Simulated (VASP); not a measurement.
A run of VASP 6.6.1 is set up as follows.

The input INCAR:

```
PREC     = Accurate       # precision mode
ENCUT    = 600            # plane-wave cutoff, eV
EDIFF    = 1E-6           # SCF threshold, eV
ISMEAR   = -1             # smearing method
SIGMA    = 0.1            # smearing width, eV
LREAL    = False          # projectors in reciprocal space
LASPH    = True           # aspherical terms in the spheres
NELM     = 60             # most SCF steps
ALGO     = Normal         # electronic algorithm
ISIF     = 3              # what is computed and relaxed
LWAVE    = False          # write WAVECAR
LCHARG   = False          # write CHGCAR
GGA      = CA             # functional
IBRION   = 2              # ionic algorithm
NSW      = 100            # ionic steps
EDIFFG   = -0.002         # ionic threshold
```

The input KPOINTS:

```
Automatic mesh
0
Gamma
  20 20 6
```

File POSCAR:

```
BN
1.0
    2.4982400000      0.0000000000      0.0000000000
   -1.2491200000      2.1635393048      0.0000000000
    0.0000000000      0.0000000000      6.6357000000
B N
2 2
Direct
    0.3333333333      0.6666666667      0.2500000000
    0.6666666667      0.3333333333      0.7500000000
    0.3333333333      0.6666666667      0.7500000000
    0.6666666667      0.3333333333      0.2500000000
```

Potentials or basis: VASP PAW LDA potentials, release 64 (B, N).

Launch:

```bash
$ cat potpaw_LDA.64/B/POTCAR potpaw_LDA.64/N/POTCAR > POTCAR
$ mpirun -np 1 vasp_std > vasp.out
```

(1) Predict the relaxed cell.

(2) Predict the band gap on the k mesh.

(3) What does it give for the relaxed volume?

## Answers

(1) a = 2.490 Å, b = 2.490 Å, c = 6.430 Å, α = 90.00°, β = 90.00°, γ = 120.00°.

(2) 3.99 eV, indirect (least direct gap 4.43 eV).

(3) 8.63 Å³/atom.
